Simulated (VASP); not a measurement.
# SnSe2 (P-3m1) in VASP: a series of runs

SnSe2 is run at these levels: PBE+D3(BJ); tasks: single point.

All numbers are computed with VASP 6.6.1; they aren't measurements. Logs are shortened: lines on timing, memory, paths and dates and some standing lists are left out, and cuts for length are marked.

## Step 1: The cell of the first run

Symmetry: P-3m1, No. 164, trigonal system. Conventional cell: a = 3.907 Å, b = 3.907 Å, c = 6.115 Å, α = 90.00°, β = 90.00°, γ = 120.00°. Sn (site symmetry -3m) has 6 Se at 2.78 Å within 3.7 Å. Se (site symmetry 3m) has 3 Sn at 2.78 Å and 3 Se at 3.65 Å within 3.7 Å.

## Step 2: Single point, PBE+D3(BJ) (26.95 Å³/atom)

Input file INCAR:

```
SYSTEM = SnSe2
PREC = Accurate
ENCUT = 500
EDIFF = 1E-6
ISMEAR = 0
SIGMA = 0.03
LREAL = .False.
LASPH = .True.
NELM = 120
ALGO = Normal
ISIF = 2
LWAVE = .False.
LCHARG = .False.
GGA = PE
IVDW = 12
NBANDS = 20
GGA_COMPAT = .False.
```

Input file KPOINTS:

```
Automatic mesh
0
Gamma
  12 12 6
  0 0 0
```

Input file POSCAR:

```
SnSe2
1.0
    3.9071168994      0.0000000000      0.0000000000
   -1.9535584497      3.3836624904      0.0000000000
    0.0000000000      0.0000000000      6.1148841671
Sn Se
1 2
Direct
    0.0000000000      0.0000000000      0.0000000000
    0.3333333333      0.6666666667      0.2651331237
    0.6666666667      0.3333333333      0.7348668763
```

Potentials or basis: VASP PAW PBE potentials, release 64 (Sn_d, Se).

On the command line:

```bash
> cat potpaw_PBE.64/Sn_d/POTCAR potpaw_PBE.64/Se/POTCAR > POTCAR
> mpirun -np 1 vasp_std > vasp.out
```

OUTCAR:

```text
SYSTEM = SnSe2
   PREC = Accurate
   ENCUT = 500
   EDIFF = 1E-6
   ISMEAR = 0
   LREAL = .False.
   LASPH = .True.
   NELM = 120
   ISIF = 2
   GGA = PE
   IVDW = 12
 IVDW          = 12

 ion  position               nearest neighbor table
   1  0.000  0.000  0.000-   2 2.78   3 2.78   2 2.78   3 2.78   3 2.78   2 2.78
   2  0.333  0.667  0.265-   1 2.78   1 2.78   1 2.78
   3  0.667  0.333  0.735-   1 2.78   1 2.78   1 2.78

  LATTYP: Found a hexagonal cell.
 ALAT       =     3.9071168994
 C/A-ratio  =     1.5650630182

  Lattice vectors:

 A1 = (   3.9071168994,   0.0000000000,   0.0000000000)
 A2 = (  -1.9535584497,   3.3836624904,   0.0000000000)
 A3 = (   0.0000000000,   0.0000000000,   6.1148841671)

Analysis of symmetry for initial positions (statically):
=====================================================================
 Subroutine PRICEL returns:
 Original cell was already a primitive cell.

 Routine SETGRP: Setting up the symmetry group for a
 hexagonal supercell.

 Subroutine GETGRP returns: Found 12 space group operations
 (whereof 12 operations were pure point group operations)
 out of a pool of 24 trial point group operations.

The static configuration has the point symmetry D_3d.

Analysis of symmetry for dynamics (positions and initial velocities):
=====================================================================
 Subroutine PRICEL returns:
 Original cell was already a primitive cell.

 Routine SETGRP: Setting up the symmetry group for a
 hexagonal supercell.

 Subroutine GETGRP returns: Found 12 space group operations
 (whereof 12 operations were pure point group operations)
 out of a pool of 24 trial point group operations.

The dynamic configuration has the point symmetry D_3d.

 Subroutine INISYM returns: Found 12 space group operations
 (whereof 12 operations are pure point group operations),
 and found     1 'primitive' translations

----------------------------------------------------------------------------------------

                                     Primitive cell

  volume of cell :      80.8410

  direct lattice vectors                    reciprocal lattice vectors
     3.907116899  0.000000000  0.000000000     0.255943199  0.147768875  0.000000000
    -1.953558450  3.383662490  0.000000000     0.000000000  0.295537750  0.000000000
     0.000000000  0.000000000  6.114884167     0.000000000  0.000000000  0.163535395

  length of vectors
     3.907116899  3.907116899  6.114884167     0.295537750  0.295537750  0.163535395

  position of ions in fractional coordinates (direct lattice)
     0.000000000  0.000000000  0.000000000
     0.333333333  0.666666667  0.265133124
     0.666666667  0.333333333  0.734866876

  ion indices of the primitive-cell ions
   primitive index   ion index
                 1           1
                 2           2
                 3           3

----------------------------------------------------------------------------------------

 KPOINTS: Automatic mesh

Automatic generation of k-mesh.
 Grid dimensions read from file:
 generate k-points for:   12   12    6

 Generating k-lattice:

  Cartesian coordinates                     Fractional coordinates (reciprocal lattice)
     0.021328600  0.012314073  0.000000000     0.083333333 -0.000000000  0.000000000
     0.000000000  0.024628146  0.000000000     0.000000000  0.083333333  0.000000000
     0.000000000  0.000000000  0.027255899     0.000000000  0.000000000  0.166666667

  Length of vectors
     0.024628146  0.024628146  0.027255899

  Shift w.r.t. Gamma in fractional coordinates (k-lattice)
     0.000000000  0.000000000  0.000000000

 Subroutine IBZKPT returns following result:
 ===========================================

 Found    100 irreducible k-points:

 Following reciprocal coordinates:
            Coordinates               Weight
  0.000000  0.000000  0.000000      1.000000
  0.083333 -0.000000  0.000000      6.000000
  0.166667 -0.000000  0.000000      6.000000
  0.250000  0.000000  0.000000      6.000000
  0.333333 -0.000000  0.000000      6.000000
  0.416667  0.000000  0.000000      6.000000
[... 16 lines left out ...]
  0.166667 -0.000000  0.166667      6.000000
  0.000000  0.166667  0.166667      6.000000
 [... further k-points ...]
   k-points           NKPTS =    100   k-points in BZ     NKDIM =    100   number of bands    NBANDS=     20
   number of dos      NEDOS =    301   number of ions     NIONS =      3
   total plane-waves  NPLWV =  37632
   dimension x,y,z NGX =    28 NGY =   28 NGZ =   48
   dimension x,y,z NGXF=    56 NGYF=   56 NGZF=   96
   ions per type =               1   2
   NGX,Y,Z   is equivalent  to a cutoff of  11.91, 11.91, 13.05 a.u.
   NGXF,Y,Z  is equivalent  to a cutoff of  23.83, 23.83, 26.10 a.u.
 SYSTEM =  SnSe2
   PREC   = accura    normal or accurate (medium, high low for compatibility)
   ISTART =      0    job   : 0-new  1-cont  2-samecut
   ICHARG =      2    charge: 1-file 2-atom 10-const
   ISPIN  =      1    spin polarized calculation?
   LNONCOLLINEAR =      F non collinear calculations
   LSORBIT =      F    spin-orbit coupling
   LASPH  =      T    aspherical Exc in radial PAW
   ENCUT  =  500.0 eV  36.75 Ry    6.06 a.u.   7.12  7.12 11.15*2*pi/ulx,y,z
   NELM   =    120;   NELMIN=  2; NELMDL= -5     # of ELM steps
   EDIFF  = 0.1E-05   stopping-criterion for ELM
   LREAL  =      F    real-space projection
   EDIFFG = 0.1E-04   stopping-criterion for IOM
   NSW    =      0    number of steps for IOM
   IBRION =     -1    ionic relax: 0-MD 1-quasi-New 2-CG
   NFREE  =      0    steps in history (QN), initial steepest desc. (CG)
   ISIF   =      2    stress and relaxation
   ISYM   =      2    0-nonsym 1-usesym 2-fastsym
   POTIM  = 0.5000    time-step for ionic-motion
   TEBEG  =    0.0;   TEEND  =   0.0 temperature during run
   PSTRESS=    0.0 pullay stress
   NELECT =      26.0000    total number of electrons
   NUPDOWN=      -1.0000    fix difference up-down
   EMIN   =  10.00;   EMAX   =-10.00  energy-range for DOS
   EFERMI =   0.00;   METHOD = LEGACY
   ISMEAR =     0;   SIGMA  =   0.03  broadening in eV -4-tet -1-fermi 0-gaus
   EFERMI_NEDOS =   21; number of points for ismear=-14 and -15
   IALGO  =     38    algorithm
   IMIX   =      4    mixing-type and parameters
     AMIX     =   0.40;   BMIX     =  1.00
     AMIX_MAG =   1.60;   BMIX_MAG =  1.00
  volume/ion in A,a.u.               =      26.95       181.85
  Fermi-wavevector in a.u.,A,eV,Ry     =   1.121645  2.119602 17.117317  1.258087
  Thomas-Fermi vector in A             =   2.258300
   LORBIT       =      0    0 simple, 1 ext, 2 COOP (PROOUT), +10 PAW based schemes
   GGA     = PE    functional components
   LHFCALC =     F    Hartree Fock is set to
   AEXX    =    0.0000 exact exchange contribution
   IVDW    =    12    specifies the selected vdW correction
   LEPSILON=     F    determine dielectric tensor
   LRPA    =     F    only Hartree local field effects (RPA)
 non-spin polarized calculation
 Gauss-broadening in eV      SIGMA  =   0.03
  energy-cutoff  :      500.00
  volume of cell :       80.84
 maximum number of plane-waves:      2085
   NGX = 15   NGY = 15   NGZ = 23

 number of electron      26.0000001 magnetization

 Free energy of the ion-electron system (eV)
  ---------------------------------------------------
  ext. energy  EPLUGINS =         0.00000000
  ---------------------------------------------------
  free energy    TOTEN  =       -11.82491661 eV

  energy without entropy =      -11.82491661  energy(sigma->0) =      -11.82491661

 E-fermi :   4.0095     XC(G=0):  -9.3277

 val. band max:        3.8815800101   @ k =   0.0833   0.0833   0.0000
 cond. band min:       4.1772580279   @ k =   0.0000   0.4167   0.3333
 fundamental gap:      0.2956780178
 Fermi energy:         4.0095203436

 k-point     1 :       0.0000    0.0000    0.0000
  band No.  band energies     occupation
      1     -17.4744      2.00000
      2     -17.4744      2.00000
      3     -17.4476      2.00000
      4     -17.4386      2.00000
      5     -17.4386      2.00000
      6      -9.7086      2.00000
[... 12 lines left out ...]
     19      12.6976      0.00000
     20      12.6991      0.00000

 k-point     2 :       0.0833   -0.0000    0.0000
  band No.  band energies     occupation
      1     -17.4762      2.00000
      2     -17.4723      2.00000
      3     -17.4462      2.00000
      4     -17.4401      2.00000
      5     -17.4386      2.00000
      6      -9.6480      2.00000
[... 12 lines left out ...]
     19      12.0468      0.00000
     20      12.7543      0.00000

 k-point     3 :       0.1667   -0.0000    0.0000
  band No.  band energies     occupation
      1     -17.4820      2.00000
      2     -17.4669      2.00000
      3     -17.4447      2.00000
      4     -17.4409      2.00000
      5     -17.4380      2.00000
      6      -9.4707      2.00000
[... 12 lines left out ...]
     19      11.7992      0.00000
     20      12.8829      0.00000

 k-point     4 :       0.2500    0.0000    0.0000
  band No.  band energies     occupation
      1     -17.4909      2.00000
      2     -17.4612      2.00000
      3     -17.4489      2.00000
      4     -17.4356      2.00000
      5     -17.4349      2.00000
      6      -9.1930      2.00000
[... 12 lines left out ...]
     19      11.8735      0.00000
     20      13.3205      0.00000

 k-point     5 :       0.3333   -0.0000    0.0000
  band No.  band energies     occupation
      1     -17.5005      2.00000
      2     -17.4578      2.00000
      3     -17.4528      2.00000
      4     -17.4308      2.00000
      5     -17.4283      2.00000
      6      -8.8493      2.00000
[... 12 lines left out ...]
     19      12.5853      0.00000
     20      13.7842      0.00000
[... 353 lines left out ...]
      6      -9.5953      2.00000
[... 12 lines left out ...]
     19      12.0981      0.00000
     20      12.7545      0.00000

 k-point    22 :       0.0000    0.0833    0.1667
  band No.  band energies     occupation
      1     -17.4762      2.00000
      2     -17.4723      2.00000
      3     -17.4461      2.00000
      4     -17.4401      2.00000
      5     -17.4386      2.00000
      6      -9.5952      2.00000
[... 12 lines left out ...]
     19      11.9638      0.00000
     20      12.3942      0.00000

 k-point    23 :       0.1667   -0.0000    0.1667
  band No.  band energies     occupation
      1     -17.4820      2.00000
      2     -17.4669      2.00000
      3     -17.4447      2.00000
      4     -17.4409      2.00000
      5     -17.4380      2.00000
      6      -9.4195      2.00000
[... 12 lines left out ...]
     19      12.2455      0.00000
     20      12.5230      0.00000

 k-point    24 :       0.0000    0.1667    0.1667
  band No.  band energies     occupation
      1     -17.4820      2.00000
      2     -17.4669      2.00000
      3     -17.4448      2.00000
      4     -17.4408      2.00000
      5     -17.4380      2.00000
      6      -9.4195      2.00000
[... 12 lines left out ...]
     19      11.5953      0.00000
     20      12.5503      0.00000

 [... further k-points ...]

------------------------ aborting loop because EDIFF is reached ----------------------------------------

 Edisp (eV)   -1.03415

 E8    (eV) :    -0.4528

  FORCE on cell =-STRESS in cart. coord.  units (eV):
  Direction    XX          YY          ZZ          XY          YZ          ZX
  --------------------------------------------------------------------------------------
  -------------------------------------------------------------------------------------
  Total      -1.51772    -1.51772    -1.53131    -0.00000     0.00000     0.00000
  in kB     -30.07954   -30.07954   -30.34890    -0.00000     0.00000     0.00000
  external pressure =      -30.17 kB  Pullay stress =        0.00 kB

 VOLUME and BASIS-vectors are now :
 -----------------------------------------------------------------------------
  energy-cutoff  :      500.00
  volume of cell :       80.84
      direct lattice vectors                 reciprocal lattice vectors
     3.907116899  0.000000000  0.000000000     0.255943199  0.147768875  0.000000000
    -1.953558450  3.383662490  0.000000000     0.000000000  0.295537750  0.000000000
     0.000000000  0.000000000  6.114884167     0.000000000  0.000000000  0.163535395

 POSITION                                       TOTAL-FORCE (eV/Angst)
 -----------------------------------------------------------------------------------
      0.00000      0.00000      0.00000        -0.000000      0.000000     -0.000000
     -0.00000      2.25577      1.62126        -0.000000      0.000000     -0.356520
      1.95356      1.12789      4.49363         0.000000     -0.000000      0.356520
 -----------------------------------------------------------------------------------
    total drift:                               -0.000000      0.000000      0.000000

  FREE ENERGIE OF THE ION-ELECTRON SYSTEM (eV)
  ---------------------------------------------------
  free  energy   TOTEN  =       -12.8590680670 eV

  energy  without entropy=      -12.8590680670  energy(sigma->0) =      -12.85906807
```

It took 3.6 min on 1 thread of Intel Xeon 8259CL, shared host; peak memory 0.3 GiB.

What came out:

```
Free energy                : -12.8591 eV
Pressure                   : -3.0 GPa
Largest force              : 0.357 eV/Å
Band gap on the k mesh     : 0.30 eV (least direct gap 0.64 eV)
Dispersion energy per atom : -0.345 eV
```

Forces on the atoms (eV/Å):
```
Sn   0.000  0.000  0.000
Se   0.000  0.000 -0.357
Se   0.000  0.000  0.357
```

Caveat: the cell stands under tension; spin-orbit coupling is left out, which moves the levels of the heavy elements.

(Continued in part 2 of 2.)
